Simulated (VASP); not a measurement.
Input of a VASP 6.6.1 run:

The input INCAR:

```
PREC = Accurate
ENCUT = 520
EDIFF = 1E-7
ISMEAR = -1
SIGMA = 0.05
LREAL = False
LASPH = True
NELM = 80
ALGO = Normal
ISIF = 2
LWAVE = False
LCHARG = False
IBRION = 2
NSW = 50
EDIFFG = -0.01
```

KPOINTS

```
regular mesh
0
Gamma
  10 10 10
```

Contents of POSCAR:

```
LaP
1.0
    0.0000000000      2.8733016976      2.8733016976
    2.8733016976      0.0000000000      2.8733016976
    2.8733016976      2.8733016976      0.0000000000
La P
1 1
Direct
    0.0000000000      0.0000000000      0.0000000000
    0.5000000000      0.5000000000      0.5000000000
```

Potentials or basis: VASP PAW LDA potentials, release 64 (La, P).

Launch:

```sh
$ cat potpaw_LDA.64/La/POTCAR potpaw_LDA.64/P/POTCAR > POTCAR
$ mpirun -np 1 vasp_std > vasp.out
```

Predict the band gap on the k mesh.

zero (bands 8 and 9 overlap by 0.12 eV).

Final structure:
```cif
data_structure
_symmetry_space_group_name_H-M 'P 1'
_symmetry_Int_Tables_number 1
_cell_length_a 4.0635
_cell_length_b 4.0635
_cell_length_c 4.0635
_cell_angle_alpha 60.000
_cell_angle_beta 60.000
_cell_angle_gamma 60.000
_cell_volume 47.44
loop_
_atom_site_label
_atom_site_type_symbol
_atom_site_fract_x
_atom_site_fract_y
_atom_site_fract_z
_atom_site_occupancy
La1 La 0.00000 0.00000 0.00000 1
P1 P 0.50000 0.50000 0.50000 1
```

Caveat: the relaxation stopped at its first step, so nothing moved; semilocal functionals underestimate gaps, and a narrow one can read as zero; spin-orbit coupling is left out, which moves the levels of the heavy elements.
